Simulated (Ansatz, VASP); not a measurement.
**Two plane-wave programs on CuO**

```
Cu O
1.0
     2.64591    0.00000    0.00000
     0.00000    2.64591    0.00000
     0.00000    0.00000    2.64591
Cu O
1 1
Direct
  0.00000 0.00000 0.00000
  0.50000 0.50000 0.50000
```

Alike in both runs: functional PBE; k mesh 20 × 20 × 20; occupations gaussian, width 0.1 eV; collinear spin.

Ansatz relaxed the structure, and its values are those at the end. VASP's run is a single point on that final structure, the one shown.

|  | VASP | Ansatz |
| --- | --- | --- |
| version | VASP 6.6.1 | Ansatz 0.2.0 |
| potentials or method | VASP PAW PBE potentials, release 64 (Cu, O), cutoff 520 eV | scalar-relativistic, plane waves, PAW |
| valence electrons in the cell | 17 | 25 |

|  | VASP | Ansatz | Ansatz less VASP |
| --- | --- | --- | --- |
| gap on the k mesh at the Fermi level (eV) | none | none | - |
| pressure (GPa) | 0.1 | 0.0 | -0.09 |
| net moment per atom (μB) | 0.50 | 0.50 | 0.000 |
| size of the moment on the site where the two differ most (μB) | 0.51 | 0.55 | +0.044 |

Site moments also hang on the region over which each program counts them. A gap of «none» marks a metal or a gap that the smearing closes. VASP's potentials hold 17 valence electrons a cell and Ansatz's 25, so a difference there can come from the potentials and not from the codes.
